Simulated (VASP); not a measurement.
A run of VASP 6.6.1 is set up as follows.

The input POSCAR:

```
MgO2
1.0
    1.5594487567      0.9003481595      3.4405522187
   -1.5594487567      0.9003481595      3.4405522187
    0.0000000000     -1.8006963190      3.4405522187
Mg O
1 2
Direct
    0.0000000000      0.0000000000      0.0000000000
    0.4291110580      0.4291110580      0.4291110580
    0.5708889420      0.5708889420      0.5708889420
```

INCAR.step1

```
SYSTEM = MgO2
ALGO = Normal
EDIFF = 1E-4
ENCUT = 520
GGA = PE
ISMEAR = 0
LASPH = .True.
LCHARG = .False.
LREAL = .False.
LWAVE = .True.
NBANDS = 14
NELM = 80
PREC = Accurate
SIGMA = 0.02
```

The input INCAR.step2:

```
SYSTEM = MgO2
ALGO = Normal
EDIFF = 1E-7
ENCUT = 520
ISIF = 2
ISMEAR = 0
ISTART = 1
LASPH = .True.
LCHARG = .False.
LMIXTAU = .True.
LREAL = .False.
LWAVE = .False.
METAGGA = R2SCAN
NBANDS = 14
NELM = 80
PREC = Accurate
SIGMA = 0.02
```

File KPOINTS:

```
k-points
0
Gamma
  12 12 12
  0 0 0
```

Potentials or basis: VASP PAW PBE potentials, release 64 (Mg, O).

Launch:

```sh
$ cat potpaw_PBE.64/Mg/POTCAR potpaw_PBE.64/O/POTCAR > POTCAR
$ cp INCAR.step1 INCAR
$ mpirun -np 1 vasp_std > vasp.out
$ cp INCAR.step2 INCAR
$ mpirun -np 1 vasp_std > vasp.out
```

**Question.** What does it give for the band gap on the k mesh?

**Answer.** 3.23 eV.

**Question.** Estimate the pressure.

**Answer.** 4.1 GPa.

Forces in eV/Å, atoms in the order of the input:
```
Mg   0.000  0.000  0.000
O    0.000  0.000 -0.302
O    0.000  0.000  0.302
```

Caveat: the cell stands under pressure; the PAW data sets were made with another functional, which shifts forces and pressure a little. A k mesh can miss the band edges.
